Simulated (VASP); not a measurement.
Set up this calculation in VASP 6.6.1, as the native input.

```
Task                   : relaxation of cell and atoms
Functional             : PBE
Potentials or basis    : VASP PAW PBE potentials, release 64 (Cu, Ge_d)
Cutoff                 : 600 eV
k mesh                 : 6 × 6 × 6
Occupations            : gaussian, width 0.1 eV
Spin                   : no spin polarisation
Dipole correction      : no
Further INCAR settings : ALGO = Normal; EDIFF = 1e-07; IBRION = 2; EDIFFG = -0.04; NSW = 90; ISIF = 3
```

The structure of CuGe lies in POSCAR:

```
CuGe
1.0
    2.8928657300      0.0000000000      0.0000000000
    0.0000000000      2.8928657300      0.0000000000
    0.0000000000      0.0000000000      3.6182643053
Cu Ge
1 1
Direct
    0.5000000000      0.5000000000      0.5000000000
    0.0000000000      0.0000000000      0.0000000000
```

These files were run (other wordings do the same):

INCAR

```
SYSTEM = CuGe
PREC = Accurate
ENCUT = 600
EDIFF = 1E-7
ISMEAR = 0
SIGMA = 0.1
LREAL = .FALSE.
LASPH = .TRUE.
NELM = 80
ALGO = Normal
ISIF = 3
LWAVE = .FALSE.
LCHARG = .FALSE.
GGA = PE
IBRION = 2
NSW = 90
EDIFFG = -0.04
```

KPOINTS

```
regular mesh
0
G
  6 6 6
  0 0 0
```

Potentials or basis: VASP PAW PBE potentials, release 64 (Cu, Ge_d).

Command:

```bash
$ cat potpaw_PBE.64/Cu/POTCAR potpaw_PBE.64/Ge_d/POTCAR > POTCAR
$ mpirun -np 1 vasp_std > vasp.out
```

Results of the run:

The relaxed volume is 15.11 Å³/atom and the relaxed cell is a = 2.815 Å, b = 2.815 Å, c = 3.813 Å, α = 90.00°, β = 90.00°, γ = 90.00°. The space group after relaxing (to 0.05 Å) is P4/mmm (No. 123) and the energy gained by relaxing is 11.8 meV/atom. The ionic steps are 9. The pressure after relaxing is -0.1 GPa.

Caveat: the k points lie up to 0.37 Å⁻¹ apart in the final cell.

Run time: 95 s on 1 thread of AMD EPYC 9R45 96-Core Processor (Zen 5), on a shared host, peak memory 0.13 GiB.
